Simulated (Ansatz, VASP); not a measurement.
# BAs in VASP and in Ansatz

Contents of INCAR:

```
ALGO     = Normal         # electronic algorithm
EDIFF    = 1E-7           # SCF threshold, eV
ENCUT    = 520            # plane-wave cutoff, eV
GGA      = PE             # functional
ISIF     = 2              # what is computed and relaxed
ISMEAR   = -1             # smearing method
LASPH    = True           # aspherical terms in the spheres
LCHARG   = False          # write CHGCAR
LREAL    = False          # projectors in reciprocal space
LWAVE    = False          # write WAVECAR
NBANDS   = 11             # bands
NELM     = 100            # most SCF steps
PREC     = Accurate       # precision mode
SIGMA    = 0.02           # smearing width, eV
```

KPOINTS

```
k-points
0
Gamma
  10 10 10
```

File POSCAR:

```
BAs
1.0
    0.0000000000      2.2961928999      2.4359659429
    2.2961928999      0.0000000000      2.4359659429
    2.2961928999      2.2961928999      0.0000000000
B As
1 1
Direct
    0.0000000000      0.0000000000      0.0000000000
    0.2500000000      0.2500000000      0.2500000000
```

Input for Ansatz:

```yaml
crystal:
  lattice:
    - [0.0, 2.2961928999, 2.4359659429]
    - [2.2961928999, 0.0, 2.4359659429]
    - [2.2961928999, 2.2961928999, 0.0]
  atoms:
    - { symbol: B, position: [0.0, 0.0, 0.0] }
    - { symbol: As, position: [0.25, 0.25, 0.25] }
kpoints:
  mp_grid: { grid: [10, 10, 10] }
  band_path:
    path:
      - [0.0, 0.0, 0.0]
      - [-0.5, -0.5, 0.0]
      - [-0.375, -0.375, 0.25]
      - [-0.375, 0.0, 0.375]
      - [0.0, 0.0, 0.5]
      - [-0.5, -0.25, 0.25]
      - [0.0, 0.401042, 0.401042]
    npoints: 1
hamiltonian:
  xc: pbe
scf:
  occupations: { method: fermi_dirac, width: 0.02 }
  n_extra_bands: 4
output:
  forces: true
  stress: true
  eigenvalues: true
```

Change from the starting cell: epitaxial_xy strain -4.0%.

Alike in both runs: task single point; functional PBE; k mesh 10 × 10 × 10; occupations fermi-dirac, width 0.02 eV; no spin polarisation.

|  | VASP | Ansatz |
| --- | --- | --- |
| version | VASP 6.6.1 | Ansatz 0.2.0 |
| potentials or method | VASP PAW PBE potentials, release 64 (B, As) | plane waves, PAW |
| plane-wave cutoff (eV) | 520 | 420 |
| valence electrons in the cell | 8 | 18 |

|  | VASP | Ansatz | Ansatz less VASP |
| --- | --- | --- | --- |
| pressure (GPa) | 13.1 | 12.2 | -0.87 |
| traceless stress, the component that is largest in VASP (GPa) | -9.32 | -9.37 | -0.051 |

VASP's potentials hold 8 valence electrons a cell and Ansatz's 18, so a difference there can come from the potentials and not from the codes.
